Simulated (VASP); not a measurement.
# Hg (I4/mmm) in VASP: further runs

Runs on Hg. Level: r2SCAN. Tasks: single point.

All numbers are computed with VASP 6.6.1; they aren't measurements. Logs are shortened: lines on timing, memory, paths and dates and some standing lists are left out, and cuts for length are marked.

## (1) The cell of the first run

It takes space group I4/mmm (No. 139, tetragonal). Conventional cell: a = 4.139 Å, b = 4.139 Å, c = 3.605 Å, α = 90.00°, β = 90.00°, γ = 90.00°. Within 4.5 Å of Hg (site symmetry 4/mmm) lie 14 Hg at 3.44 to 4.14 Å.

## (2) Single point, r2SCAN

File POSCAR:

```
Hg
1.0
   -2.0696950000      2.0696950000      1.8022580000
    2.0696950000     -2.0696950000      1.8022580000
    2.0696950000      2.0696950000     -1.8022580000
Hg
1
Direct
    0.0000000000      0.0000000000      0.0000000000
```

File INCAR.step1:

```
ALGO     = Normal         # electronic algorithm
EDIFF    = 1E-4           # SCF threshold, eV
ENCUT    = 520            # plane-wave cutoff, eV
GGA      = PE             # functional
ISMEAR   = -5             # smearing method
LASPH    = True           # aspherical terms in the spheres
LCHARG   = False          # write CHGCAR
LREAL    = False          # projectors in reciprocal space
LWAVE    = True           # write WAVECAR
NBANDS   = 12             # bands
NELM     = 100            # most SCF steps
PREC     = Accurate       # precision mode
SIGMA    = 0.08           # smearing width, eV
```

File INCAR.step2:

```
ALGO     = Normal         # electronic algorithm
EDIFF    = 1E-6           # SCF threshold, eV
ENCUT    = 520            # plane-wave cutoff, eV
ISIF     = 2              # what is computed and relaxed
ISMEAR   = -1             # smearing method
ISTART   = 1            
LASPH    = True           # aspherical terms in the spheres
LCHARG   = False          # write CHGCAR
LMIXTAU  = True         
LORBIT   = 11             # projections on sites
LREAL    = False          # projectors in reciprocal space
LWAVE    = False          # write WAVECAR
METAGGA  = R2SCAN         # meta-GGA
NBANDS   = 12             # bands
NELM     = 100            # most SCF steps
PREC     = Accurate       # precision mode
SIGMA    = 0.08           # smearing width, eV
```

File KPOINTS:

```
k-points
0
Gamma
  13 13 13
```

Potentials or basis: VASP PAW PBE potentials, release 64 (Hg).

The run is started by

```sh
> cat potpaw_PBE.64/Hg/POTCAR > POTCAR
> cp INCAR.step1 INCAR
> mpirun -np 1 vasp_std > vasp.out
> cp INCAR.step2 INCAR
> mpirun -np 1 vasp_std > vasp.out
```

OUTCAR:

```text
EDIFF = 1E-6
   ENCUT = 520
   ISIF = 2
   ISMEAR = -1
   ISTART = 1
   LASPH = True
   LORBIT = 11
   LREAL = False
   METAGGA = R2SCAN
   NELM = 100
   PREC = Accurate

 ion  position               nearest neighbor table
   1  0.000  0.000  0.000-

  LATTYP: Found a body centered tetragonal cell.
 ALAT       =     4.1393900000
 C/A-ratio  =     0.8707843426

  Lattice vectors:

 A1 = (  -2.0696950000,   2.0696950000,   1.8022580000)
 A2 = (   2.0696950000,  -2.0696950000,   1.8022580000)
 A3 = (   2.0696950000,   2.0696950000,  -1.8022580000)

Analysis of symmetry for initial positions (statically):
=====================================================================
 Subroutine PRICEL returns:
 Original cell was already a primitive cell.

 Routine SETGRP: Setting up the symmetry group for a
 body centered tetragonal supercell.

 Subroutine GETGRP returns: Found 16 space group operations
 (whereof 16 operations were pure point group operations)
 out of a pool of 16 trial point group operations.

The static configuration has the point symmetry D_4h.

Analysis of symmetry for dynamics (positions and initial velocities):
=====================================================================
 Subroutine PRICEL returns:
 Original cell was already a primitive cell.

 Routine SETGRP: Setting up the symmetry group for a
 body centered tetragonal supercell.

 Subroutine GETGRP returns: Found 16 space group operations
 (whereof 16 operations were pure point group operations)
 out of a pool of 16 trial point group operations.

The dynamic configuration has the point symmetry D_4h.

 Subroutine INISYM returns: Found 16 space group operations
 (whereof 16 operations are pure point group operations),
 and found     1 'primitive' translations

----------------------------------------------------------------------------------------

                                     Primitive cell

  volume of cell :      30.8809

  direct lattice vectors                    reciprocal lattice vectors
    -2.069695000  2.069695000  1.802258000     0.000000000  0.241581489  0.277429758
     2.069695000 -2.069695000  1.802258000     0.241581489  0.000000000  0.277429758
     2.069695000  2.069695000 -1.802258000     0.241581489  0.241581489  0.000000000

  length of vectors
     3.437354897  3.437354897  3.437354897     0.367870747  0.367870747  0.341647818

  position of ions in fractional coordinates (direct lattice)
     0.000000000  0.000000000  0.000000000

  ion indices of the primitive-cell ions
   primitive index   ion index
                 1           1

----------------------------------------------------------------------------------------

 KPOINTS: k-points

Automatic generation of k-mesh.
 Grid dimensions read from file:
 generate k-points for:   13   13   13

 Generating k-lattice:

  Cartesian coordinates                     Fractional coordinates (reciprocal lattice)
     0.000000000  0.018583191  0.021340751     0.076923077 -0.000000000  0.000000000
     0.018583191  0.000000000  0.021340751    -0.000000000  0.076923077  0.000000000
     0.018583191  0.018583191  0.000000000     0.000000000  0.000000000  0.076923077

  Length of vectors
     0.028297750  0.028297750  0.026280601

  Shift w.r.t. Gamma in fractional coordinates (k-lattice)
     0.000000000  0.000000000  0.000000000

 Subroutine IBZKPT returns following result:
 ===========================================

 Found    196 irreducible k-points:

 Following reciprocal coordinates:
            Coordinates               Weight
  0.000000  0.000000  0.000000      1.000000
  0.076923 -0.000000  0.000000      8.000000
  0.153846  0.000000  0.000000      8.000000
  0.230769  0.000000  0.000000      8.000000
  0.307692  0.000000  0.000000      8.000000
  0.384615  0.000000  0.000000      8.000000
[... 16 lines left out ...]
  0.384615  0.153846 -0.000000     16.000000
  0.461538  0.153846  0.000000     16.000000
 [... further k-points ...]
   k-points           NKPTS =    196   k-points in BZ     NKDIM =    196   number of bands    NBANDS=     12
   number of dos      NEDOS =    301   number of ions     NIONS =      1
   total plane-waves  NPLWV =  21952
   dimension x,y,z NGX =    28 NGY =   28 NGZ =   28
   dimension x,y,z NGXF=    56 NGYF=   56 NGZF=   56
   ions per type =               1
   NGX,Y,Z   is equivalent  to a cutoff of  13.54, 13.54, 13.54 a.u.
   NGXF,Y,Z  is equivalent  to a cutoff of  27.08, 27.08, 27.08 a.u.
 SYSTEM =  unknown system
   PREC   = accura    normal or accurate (medium, high low for compatibility)
   ISTART =      1    job   : 0-new  1-cont  2-samecut
   ICHARG =      0    charge: 1-file 2-atom 10-const
   ISPIN  =      1    spin polarized calculation?
   LNONCOLLINEAR =      F non collinear calculations
   LSORBIT =      F    spin-orbit coupling
   LASPH  =      T    aspherical Exc in radial PAW
   ENCUT  =  520.0 eV  38.22 Ry    6.18 a.u.   6.39  6.39  6.39*2*pi/ulx,y,z
   NELM   =    100;   NELMIN=  2; NELMDL=  0     # of ELM steps
   EDIFF  = 0.1E-05   stopping-criterion for ELM
   LREAL  =      F    real-space projection
[... 7 lines left out ...]
   TEBEG  =    0.0;   TEEND  =   0.0 temperature during run
   PSTRESS=    0.0 pullay stress
   NELECT =      12.0000    total number of electrons
   NUPDOWN=      -1.0000    fix difference up-down
   EMIN   =  10.00;   EMAX   =-10.00  energy-range for DOS
   EFERMI =   0.00;   METHOD = LEGACY
   ISMEAR =    -1;   SIGMA  =   0.08  broadening in eV -4-tet -1-fermi 0-gaus
   EFERMI_NEDOS =   21; number of points for ismear=-14 and -15
   IALGO  =     38    algorithm
   IMIX   =      4    mixing-type and parameters
     AMIX     =   0.40;   BMIX     =  1.00
     AMIX_MAG =   1.60;   BMIX_MAG =  1.00
  volume/ion in A,a.u.               =      30.88       208.39
  Fermi-wavevector in a.u.,A,eV,Ry     =   1.194645  2.257551 19.417902  1.427176
  Thomas-Fermi vector in A             =   2.330630
   LORBIT       =     11    0 simple, 1 ext, 2 COOP (PROOUT), +10 PAW based schemes
   METAGGA = R2SCAN    functional components
   LHFCALC =     F    Hartree Fock is set to
   AEXX    =    0.0000 exact exchange contribution
   IVDW    =     0    specifies the selected vdW correction
   LEPSILON=     F    determine dielectric tensor
   LRPA    =     F    only Hartree local field effects (RPA)
 non-spin polarized calculation
  energy-cutoff  :      520.00
  volume of cell :       30.88
 maximum number of plane-waves:       855
 NGX is ok and might be reduce to    28

 number of electron      12.0000002 magnetization

 Free energy of the ion-electron system (eV)
  ---------------------------------------------------
  ext. energy  EPLUGINS =         0.00000000
  ---------------------------------------------------
  free energy    TOTEN  =       -49.34428641 eV

  energy without entropy =      -49.34180913  energy(sigma->0) =      -49.34304777

 E-fermi :   0.8047     XC(G=0):  -9.9030

 val. band max:        0.7935466553   @ k =  -0.4615   0.4615   0.0769
 cond. band min:       0.9048257443   @ k =   0.4615   0.0769   0.0000
 fundamental gap:      0.1112790890
 Fermi energy:         0.8047490734

 k-point     1 :       0.0000    0.0000    0.0000
  band No.  band energies     occupation
      1      -6.4995      2.00000
      2      -6.0832      2.00000
      3      -5.8311      2.00000
      4      -5.8311      2.00000
      5      -5.6079      2.00000
      6      -5.3271      2.00000
      7      12.9662      0.00000
      8      12.9662      0.00000
      9      15.2727      0.00000
     10      16.1811      0.00000
     11      16.1811      0.00000
     12      16.9849      0.00000

 k-point     2 :       0.0769   -0.0000    0.0000
  band No.  band energies     occupation
      1      -6.3617      2.00000
      2      -6.0647      2.00000
      3      -5.8279      2.00000
      4      -5.8215      2.00000
      5      -5.5947      2.00000
      6      -5.3430      2.00000
      7      12.4485      0.00000
      8      12.6325      0.00000
      9      14.0910      0.00000
     10      15.6385      0.00000
     11      15.8671      0.00000
     12      16.6884      0.00000

 k-point     3 :       0.1538    0.0000    0.0000
  band No.  band energies     occupation
      1      -6.0749      2.00000
      2      -6.0562      2.00000
      3      -5.7487      2.00000
      4      -5.7060      2.00000
      5      -5.5472      2.00000
      6      -5.3796      2.00000
      7      10.7269      0.00000
      8      11.8023      0.00000
      9      12.3579      0.00000
     10      14.7004      0.00000
     11      15.3095      0.00000
     12      16.8645      0.00000

 k-point     4 :       0.2308    0.0000    0.0000
  band No.  band energies     occupation
      1      -6.1006      2.00000
      2      -6.0722      2.00000
      3      -5.5801      2.00000
      4      -5.4658      2.00000
      5      -5.4248      2.00000
      6      -5.0356      2.00000
      7       8.1605      0.00000
      8      10.7843      0.00000
      9      11.3353      0.00000
     10      13.8899      0.00000
     11      14.8390      0.00000
     12      17.3367      0.00000

 k-point     5 :       0.3077    0.0000    0.0000
  band No.  band energies     occupation
      1      -6.1722      2.00000
      2      -6.1668      2.00000
      3      -5.4547      2.00000
      4      -5.3690      2.00000
      5      -5.3686      2.00000
      6      -3.9976      2.00000
      7       5.6032      0.00000
      8       9.8249      0.00000
      9      10.5548      0.00000
     10      13.3393      0.00000
     11      14.5094      0.00000
     12      17.8696      0.00000
[... 228 lines left out ...]
      1      -6.2042      2.00000
      2      -5.9973      2.00000
      3      -5.5851      2.00000
      4      -5.4947      2.00000
      5      -5.2541      2.00000
      6      -3.3859      2.00000
      7       5.1778      0.00000
      8       8.1383      0.00000
      9       9.8066      0.00000
     10      14.6716      0.00000
     11      15.7464      0.00000
     12      16.5337      0.00000

 k-point    22 :       0.3077    0.1538    0.0000
  band No.  band energies     occupation
      1      -6.2504      2.00000
      2      -6.0773      2.00000
      3      -5.5250      2.00000
      4      -5.4035      2.00000
      5      -5.1828      2.00000
      6      -2.0876      2.00000
      7       3.1296      0.00000
      8       7.1369      0.00000
      9       9.4336      0.00000
     10      14.2528      0.00000
     11      16.3352      0.00000
     12      16.5694      0.00000

 k-point    23 :       0.3846    0.1538   -0.0000
  band No.  band energies     occupation
      1      -6.2676      2.00000
      2      -6.1230      2.00000
      3      -5.5193      2.00000
      4      -5.3250      2.00000
      5      -5.1497      2.00000
      6      -0.8051      2.00000
      7       1.4967      0.00035
      8       6.5390      0.00000
      9       9.3402      0.00000
     10      14.0085      0.00000
     11      16.6430      0.00000
     12      17.0915      0.00000

 k-point    24 :       0.4615    0.1538    0.0000
  band No.  band energies     occupation
      1      -6.2457      2.00000
      2      -6.1255      2.00000
      3      -5.5059      2.00000
      4      -5.3421      2.00000
      5      -5.1797      2.00000
      6      -1.1621      2.00000
      7       1.9392      0.00000
      8       6.3597      0.00000
      9       9.5454      0.00000
     10      13.9080      0.00000
     11      16.8529      0.00000
     12      18.0240      0.00000

 [... further k-points ...]

------------------------ aborting loop because EDIFF is reached ----------------------------------------

  FORCE on cell =-STRESS in cart. coord.  units (eV):
  Direction    XX          YY          ZZ          XY          YZ          ZX
  --------------------------------------------------------------------------------------
  -------------------------------------------------------------------------------------
  Total       -0.2841935     -0.2841935     -0.2222013      0.0000000      0.0000000      0.0000000
  in kB      -14.7446726    -14.7446726    -11.5283597      0.0000000      0.0000000      0.0000000
  external PRESSURE =     -13.6725683 kB  Pullay stress =       0.0000000 kB

 VOLUME and BASIS-vectors are now :
 -----------------------------------------------------------------------------
  energy-cutoff  :      520.00
  volume of cell :       30.88
      direct lattice vectors                 reciprocal lattice vectors
    -2.069695000  2.069695000  1.802258000     0.000000000  0.241581489  0.277429758
     2.069695000 -2.069695000  1.802258000     0.241581489  0.000000000  0.277429758
     2.069695000  2.069695000 -1.802258000     0.241581489  0.241581489  0.000000000

 POSITION                                       TOTAL-FORCE (eV/Angst)
 -----------------------------------------------------------------------------------
      0.00000      0.00000      0.00000        -0.000000     -0.000000      0.000000
 -----------------------------------------------------------------------------------
    total drift:                                0.000000     -0.000000     -0.000000

  FREE ENERGIE OF THE ION-ELECTRON SYSTEM (eV)
  ---------------------------------------------------
  free  energy   TOTEN  =       -49.3442864141 eV

  energy  without entropy=      -49.3418091320  energy(sigma->0) =      -49.34304777

 total charge

# of ion       s       p       d       tot
------------------------------------------
    1        0.992   0.095   9.343  10.430
```

It took 2.1 min on 1 thread of Intel Xeon Platinum 8559C (Emerald Rapids), shared host; peak memory 0.21 GiB.

What came out:

- Free energy: -49.3443 eV
- Pressure: -1.4 GPa
- Band gap on the k mesh: zero (bands 6 and 7 overlap by 1.29 eV)
- Valence electrons inside the program's atomic spheres: Hg 10.43

Caveat: the PAW data sets were made with another functional, which shifts forces and pressure a little; spin-orbit coupling is left out, which moves the levels of the heavy elements.

(Continued in part 2 of 2.)
